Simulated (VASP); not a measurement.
# InGa3P4 (P-43m) in VASP: relaxation of cell and atoms with PBE

Aim: the relaxation of cell and atoms of InGa3P4 with PBE.

All numbers are computed with VASP 6.6.1; they aren't measurements. Logs are shortened: lines on timing, memory, paths and dates and some standing lists are left out, and cuts for length are marked.

### Step 1. The cell of the first run

Symmetry: P-43m, No. 215, cubic system. Conventional cell: a = 5.621 Å, b = 5.621 Å, c = 5.621 Å, α = 90.00°, β = 90.00°, γ = 90.00°. In (site symmetry -43m) has 4 P at 2.53 Å within 3.3 Å. Within 3.2 Å of Ga (site symmetry -42m) lie 4 P at 2.40 Å. P (site symmetry 3m) has 3 Ga at 2.40 Å and 1 In at 2.53 Å within 3.2 Å.

### Step 2. Relaxation of cell and atoms, PBE

Input file INCAR:

```
SYSTEM = InGa3P4
PREC     = Accurate       ! precision mode
ENCUT    = 600            ! plane-wave cutoff, eV
EDIFF    = 1E-6           ! SCF threshold, eV
ISMEAR   = 0              ! smearing method
SIGMA    = 0.02           ! smearing width, eV
LREAL    = .False.        ! projectors in reciprocal space
LASPH    = .True.         ! aspherical terms in the spheres
NELM     = 100            ! most SCF steps
ALGO     = Normal         ! electronic algorithm
ISIF     = 3              ! what is computed and relaxed
LWAVE    = .False.        ! write WAVECAR
LCHARG   = .False.        ! write CHGCAR
GGA      = PE             ! functional
IBRION   = 2              ! ionic algorithm
NSW      = 100            ! ionic steps
EDIFFG   = -0.01          ! ionic threshold
```

Input file KPOINTS:

```
regular mesh
0
Gamma
  6 6 6
  0 0 0
```

Input file POSCAR:

```
InGa3P4
1.0
    5.6208980000      0.0000000000      0.0000000000
    0.0000000000      5.6208980000      0.0000000000
    0.0000000000      0.0000000000      5.6208980000
In Ga P
1 3 4
Direct
    0.5000000000      0.5000000000      0.5000000000
    0.0000000000      0.0000000000      0.5000000000
    0.0000000000      0.5000000000      0.0000000000
    0.5000000000      0.0000000000      0.0000000000
    0.7600130000      0.7600130000      0.7600130000
    0.7600130000      0.2399870000      0.2399870000
    0.2399870000      0.7600130000      0.2399870000
    0.2399870000      0.2399870000      0.7600130000
```

Potentials or basis: VASP PAW PBE potentials, release 64 (In_d, Ga_d, P).

Started as:

```bash
> cat potpaw_PBE.64/In_d/POTCAR potpaw_PBE.64/Ga_d/POTCAR potpaw_PBE.64/P/POTCAR > POTCAR
> mpirun -np 1 vasp_std > vasp.out
```

OUTCAR:

```text
SYSTEM = InGa3P4
   PREC = Accurate
   ENCUT = 600
   EDIFF = 1E-6
   ISMEAR = 0
   LREAL = .False.
   LASPH = .True.
   NELM = 100
   ISIF = 3
   GGA = PE
   IBRION = 2
   NSW = 100
   EDIFFG = -0.01

 ion  position               nearest neighbor table
   1  0.500  0.500  0.500-   5 2.53   6 2.53   7 2.53   8 2.53
   2  0.000  0.000  0.500-   5 2.40   6 2.40   7 2.40   8 2.40
   3  0.000  0.500  0.000-   5 2.40   6 2.40   7 2.40   8 2.40
   4  0.500  0.000  0.000-   5 2.40   6 2.40   7 2.40   8 2.40
   5  0.760  0.760  0.760-   2 2.40   3 2.40   4 2.40   1 2.53
   6  0.760  0.240  0.240-   2 2.40   3 2.40   4 2.40   1 2.53
   7  0.240  0.760  0.240-   2 2.40   3 2.40   4 2.40   1 2.53
   8  0.240  0.240  0.760-   2 2.40   3 2.40   4 2.40   1 2.53

  LATTYP: Found a simple cubic cell.
 ALAT       =     5.6208980000

  Lattice vectors:

 A1 = (   5.6208980000,   0.0000000000,   0.0000000000)
 A2 = (   0.0000000000,   5.6208980000,   0.0000000000)
 A3 = (   0.0000000000,   0.0000000000,   5.6208980000)

Analysis of symmetry for initial positions (statically):
=====================================================================
 Subroutine PRICEL returns:
 Original cell was already a primitive cell.

 Routine SETGRP: Setting up the symmetry group for a
 simple cubic supercell.

 Subroutine GETGRP returns: Found 24 space group operations
 (whereof 24 operations were pure point group operations)
 out of a pool of 48 trial point group operations.

The static configuration has the point symmetry T_d .

Analysis of symmetry for dynamics (positions and initial velocities):
=====================================================================
 Subroutine PRICEL returns:
 Original cell was already a primitive cell.

 Routine SETGRP: Setting up the symmetry group for a
 simple cubic supercell.

 Subroutine GETGRP returns: Found 24 space group operations
 (whereof 24 operations were pure point group operations)
 out of a pool of 48 trial point group operations.

The dynamic configuration has the point symmetry T_d .

 Subroutine INISYM returns: Found 24 space group operations
 (whereof 24 operations are pure point group operations),
 and found     1 'primitive' translations

----------------------------------------------------------------------------------------

                                     Primitive cell

  volume of cell :     177.5894

  direct lattice vectors                    reciprocal lattice vectors
     5.620898000  0.000000000  0.000000000     0.177907516  0.000000000  0.000000000
     0.000000000  5.620898000  0.000000000     0.000000000  0.177907516  0.000000000
     0.000000000  0.000000000  5.620898000     0.000000000  0.000000000  0.177907516

  length of vectors
     5.620898000  5.620898000  5.620898000     0.177907516  0.177907516  0.177907516

  position of ions in fractional coordinates (direct lattice)
     0.500000000  0.500000000  0.500000000
     0.000000000  0.000000000  0.500000000
     0.000000000  0.500000000  0.000000000
     0.500000000  0.000000000  0.000000000
     0.760013000  0.760013000  0.760013000
     0.760013000  0.239987000  0.239987000
     0.239987000  0.760013000  0.239987000
     0.239987000  0.239987000  0.760013000

  ion indices of the primitive-cell ions
   primitive index   ion index
                 1           1
                 2           2
                 3           3
                 4           4
                 5           5
                 6           6
                 7           7
                 8           8

----------------------------------------------------------------------------------------

 KPOINTS: regular mesh

Automatic generation of k-mesh.
 Grid dimensions read from file:
 generate k-points for:    6    6    6

 Generating k-lattice:

  Cartesian coordinates                     Fractional coordinates (reciprocal lattice)
     0.029651253  0.000000000  0.000000000     0.166666667  0.000000000  0.000000000
     0.000000000  0.029651253  0.000000000     0.000000000  0.166666667  0.000000000
     0.000000000  0.000000000  0.029651253     0.000000000  0.000000000  0.166666667

  Length of vectors
     0.029651253  0.029651253  0.029651253

  Shift w.r.t. Gamma in fractional coordinates (k-lattice)
     0.000000000  0.000000000  0.000000000

 Subroutine IBZKPT returns following result:
 ===========================================

 Found     20 irreducible k-points:

 Following reciprocal coordinates:
            Coordinates               Weight
  0.000000  0.000000  0.000000      1.000000
  0.166667  0.000000  0.000000      6.000000
  0.333333  0.000000  0.000000      6.000000
  0.500000  0.000000  0.000000      3.000000
  0.166667  0.166667  0.000000     12.000000
  0.333333  0.166667  0.000000     24.000000
[... 12 lines left out ...]
  0.500000  0.500000  0.333333      6.000000
  0.500000  0.500000  0.500000      1.000000
   k-points           NKPTS =     20   k-points in BZ     NKDIM =     20   number of bands    NBANDS=     43
   number of dos      NEDOS =    301   number of ions     NIONS =      8
   total plane-waves  NPLWV = 110592
   dimension x,y,z NGX =    48 NGY =   48 NGZ =   48
   dimension x,y,z NGXF=    96 NGYF=   96 NGZF=   96
   ions per type =               1   3   4
   NGX,Y,Z   is equivalent  to a cutoff of  14.20, 14.20, 14.20 a.u.
   NGXF,Y,Z  is equivalent  to a cutoff of  28.39, 28.39, 28.39 a.u.
 SYSTEM =  InGa3P4
   PREC   = accura    normal or accurate (medium, high low for compatibility)
   ISTART =      0    job   : 0-new  1-cont  2-samecut
   ICHARG =      2    charge: 1-file 2-atom 10-const
   ISPIN  =      1    spin polarized calculation?
   LNONCOLLINEAR =      F non collinear calculations
   LSORBIT =      F    spin-orbit coupling
   LASPH  =      T    aspherical Exc in radial PAW
   ENCUT  =  600.0 eV  44.10 Ry    6.64 a.u.  11.23 11.23 11.23*2*pi/ulx,y,z
   NELM   =    100;   NELMIN=  2; NELMDL= -5     # of ELM steps
   EDIFF  = 0.1E-05   stopping-criterion for ELM
   LREAL  =      F    real-space projection
   EDIFFG = -.1E-01   stopping-criterion for IOM
   NSW    =    100    number of steps for IOM
   IBRION =      2    ionic relax: 0-MD 1-quasi-New 2-CG
   NFREE  =      1    steps in history (QN), initial steepest desc. (CG)
   ISIF   =      3    stress and relaxation
   ISYM   =      2    0-nonsym 1-usesym 2-fastsym
   POTIM  = 0.5000    time-step for ionic-motion
   TEBEG  =    0.0;   TEEND  =   0.0 temperature during run
   PSTRESS=    0.0 pullay stress
   NELECT =      72.0000    total number of electrons
   NUPDOWN=      -1.0000    fix difference up-down
   EMIN   =  10.00;   EMAX   =-10.00  energy-range for DOS
   EFERMI =   0.00;   METHOD = LEGACY
   ISMEAR =     0;   SIGMA  =   0.02  broadening in eV -4-tet -1-fermi 0-gaus
   EFERMI_NEDOS =   21; number of points for ismear=-14 and -15
   IALGO  =     38    algorithm
   IMIX   =      4    mixing-type and parameters
     AMIX     =   0.40;   BMIX     =  1.00
     AMIX_MAG =   1.60;   BMIX_MAG =  1.00
  volume/ion in A,a.u.               =      22.20       149.80
  Fermi-wavevector in a.u.,A,eV,Ry     =   1.211658  2.289701 19.974910  1.468114
  Thomas-Fermi vector in A             =   2.347166
   LORBIT       =      0    0 simple, 1 ext, 2 COOP (PROOUT), +10 PAW based schemes
   GGA     = PE    functional components
   LHFCALC =     F    Hartree Fock is set to
   AEXX    =    0.0000 exact exchange contribution
   IVDW    =     0    specifies the selected vdW correction
   LEPSILON=     F    determine dielectric tensor
   LRPA    =     F    only Hartree local field effects (RPA)
 conjugate gradient relaxation of ions
 non-spin polarized calculation
 Gauss-broadening in eV      SIGMA  =   0.02
  energy-cutoff  :      600.00
  volume of cell :      177.59
 maximum number of plane-waves:      6031
 NGX is ok and might be reduce to    48
   NGX = 23   NGY = 23   NGZ = 23

 number of electron      71.9999974 magnetization

 Free energy of the ion-electron system (eV)
  ---------------------------------------------------
  ext. energy  EPLUGINS =         0.00000000
  ---------------------------------------------------
  free energy    TOTEN  =       -35.61962177 eV

  energy without entropy =      -35.61962177  energy(sigma->0) =      -35.61962177

 E-fermi :   4.5759     XC(G=0):  -9.5320

 val. band max:        4.4743766900   @ k =   0.0000   0.0000   0.0000
 cond. band min:       5.5155503907   @ k =   0.0000   0.0000   0.0000
 fundamental gap:      1.0411737007
 Fermi energy:         4.5759002725

 k-point     1 :       0.0000    0.0000    0.0000
  band No.  band energies     occupation
      1     -10.1323      2.00000
      2     -10.1323      2.00000
      3     -10.1323      2.00000
      4     -10.0453      2.00000
      5     -10.0453      2.00000
      6     -10.0453      2.00000
[... 35 lines left out ...]
     42       6.5271      0.00000
     43       6.5271      0.00000

 k-point     2 :       0.1667    0.0000    0.0000
  band No.  band energies     occupation
      1     -10.1289      2.00000
      2     -10.1289      2.00000
      3     -10.1280      2.00000
      4     -10.0511      2.00000
      5     -10.0438      2.00000
      6     -10.0438      2.00000
[... 35 lines left out ...]
     42       6.9743      0.00000
     43       6.9885      0.00000

 k-point     3 :       0.3333    0.0000    0.0000
  band No.  band energies     occupation
      1     -10.1216      2.00000
      2     -10.1216      2.00000
      3     -10.1169      2.00000
      4     -10.0647      2.00000
      5     -10.0397      2.00000
      6     -10.0397      2.00000
[... 35 lines left out ...]
     42       7.8740      0.00000
     43       8.0786      0.00000

 k-point     4 :       0.5000    0.0000    0.0000
  band No.  band energies     occupation
      1     -10.1175      2.00000
      2     -10.1175      2.00000
      3     -10.1086      2.00000
      4     -10.0743      2.00000
      5     -10.0349      2.00000
      6     -10.0349      2.00000
[... 679 lines left out ...]
     42       8.7984      0.00000
     43       9.0048      0.00000

 k-point    19 :       0.5000    0.5000    0.3333
  band No.  band energies     occupation
      1     -10.1161      2.00000
      2     -10.0983      2.00000
      3     -10.0983      2.00000
      4     -10.0976      2.00000
      5     -10.0373      2.00000
      6     -10.0366      2.00000
[... 35 lines left out ...]
     42       8.9879      0.00000
     43       9.1301      0.00000

 k-point    20 :       0.5000    0.5000    0.5000
  band No.  band energies     occupation
      1     -10.1165      2.00000
      2     -10.0989      2.00000
      3     -10.0989      2.00000
      4     -10.0989      2.00000
      5     -10.0377      2.00000
      6     -10.0377      2.00000
[... 35 lines left out ...]
     42       8.9752      0.00000
     43       8.9779      0.00000

------------------------ aborting loop because EDIFF is reached ----------------------------------------

  FORCE on cell =-STRESS in cart. coord.  units (eV):
  Direction    XX          YY          ZZ          XY          YZ          ZX
  --------------------------------------------------------------------------------------
  -------------------------------------------------------------------------------------
  Total       -0.0354562     -0.0354562     -0.0354562     -0.0000000     -0.0000000     -0.0000000
  in kB       -0.3198794     -0.3198794     -0.3198794     -0.0000000     -0.0000000     -0.0000000
  external PRESSURE =      -0.3198794 kB  Pullay stress =       0.0000000 kB

 VOLUME and BASIS-vectors are now :
 -----------------------------------------------------------------------------
  energy-cutoff  :      600.00
  volume of cell :      177.59
      direct lattice vectors                 reciprocal lattice vectors
     5.620898000  0.000000000  0.000000000     0.177907516  0.000000000  0.000000000
     0.000000000  5.620898000  0.000000000     0.000000000  0.177907516  0.000000000
     0.000000000  0.000000000  5.620898000     0.000000000  0.000000000  0.177907516

 POSITION                                       TOTAL-FORCE (eV/Angst)
 -----------------------------------------------------------------------------------
      2.81045      2.81045      2.81045        -0.000000      0.000000      0.000000
      0.00000      0.00000      2.81045         0.000000     -0.000000     -0.000000
      0.00000      2.81045      0.00000        -0.000000      0.000000      0.000000
      2.81045      0.00000      0.00000        -0.000000     -0.000000     -0.000000
      4.27196      4.27196      4.27196        -0.003517     -0.003517     -0.003517
      4.27196      1.34894      1.34894        -0.003517      0.003517      0.003517
      1.34894      4.27196      1.34894         0.003517     -0.003517      0.003517
      1.34894      1.34894      4.27196         0.003517      0.003517     -0.003517
 -----------------------------------------------------------------------------------
    total drift:                                0.000000      0.000000      0.000000

  FREE ENERGIE OF THE ION-ELECTRON SYSTEM (eV)
  ---------------------------------------------------
  free  energy   TOTEN  =       -35.6196217671 eV

  energy  without entropy=      -35.6196217671  energy(sigma->0) =      -35.61962177

 reached required accuracy - stopping structural energy minimisation
```

Wall time 1.8 min (1 thread of AMD EPYC 9R45 (Zen 5), shared host); peak memory 0.39 GiB.

Results:

| Item | Value |
| --- | --- |
| Free energy | -35.6196 eV |
| Pressure after relaxing | 0.0 GPa |
| Largest force after relaxing | 0.006 eV/Å |
| Band gap on the k mesh | 1.04 eV |

Forces in eV/Å, atoms in the order of the input:
```
In   0.000  0.000  0.000
Ga   0.000  0.000  0.000
Ga   0.000  0.000  0.000
Ga   0.000  0.000  0.000
P   -0.004 -0.004 -0.004
P   -0.004  0.004  0.004
P    0.004 -0.004  0.004
P    0.004  0.004 -0.004
```

Final structure:
```cif
data_structure
_symmetry_space_group_name_H-M 'P 1'
_symmetry_Int_Tables_number 1
_cell_length_a 5.6209
_cell_length_b 5.6209
_cell_length_c 5.6209
_cell_angle_alpha 90.000
_cell_angle_beta 90.000
_cell_angle_gamma 90.000
_cell_volume 177.59
loop_
_atom_site_label
_atom_site_type_symbol
_atom_site_fract_x
_atom_site_fract_y
_atom_site_fract_z
_atom_site_occupancy
In1 In 0.50000 0.50000 0.50000 1
Ga1 Ga 0.00000 0.00000 0.50000 1
Ga2 Ga 0.00000 0.50000 0.00000 1
Ga3 Ga 0.50000 0.00000 0.00000 1
P1 P 0.76001 0.76001 0.76001 1
P2 P 0.76001 0.23999 0.23999 1
P3 P 0.23999 0.76001 0.23999 1
P4 P 0.23999 0.23999 0.76001 1
```

Levels at points of the mesh, in eV from the valence-band top:
| k point | band 32 | band 33 | band 34 | band 35 | band 36 | band 37 | band 38 | band 39 | band 40 | band 41 |
| --- | --- | --- | --- | --- | --- | --- | --- | --- | --- | --- |
| (0.00, 0.00, 0.00) | -2.41 | -2.41 | 0.00 | 0.00 | 0.00 | 1.04 | 1.77 | 1.77 | 1.77 | 1.91 |
| (0.50, 0.00, 0.00) | -3.15 | -1.70 | -1.70 | -1.32 | -1.32 | 2.23 | 2.27 | 3.36 | 3.60 | 4.54 |
| (0.50, 0.50, 0.00) | -3.03 | -1.43 | -1.10 | -0.92 | -0.92 | 2.75 | 2.75 | 3.30 | 3.33 | 5.04 |
| (0.50, 0.50, 0.50) | -1.13 | -1.13 | -0.75 | -0.75 | -0.75 | 1.35 | 1.35 | 1.35 | 1.90 | 4.50 |

Caveat: the relaxation stopped at its first step, so nothing moved; spin-orbit coupling is left out, which moves the levels of the heavy elements.
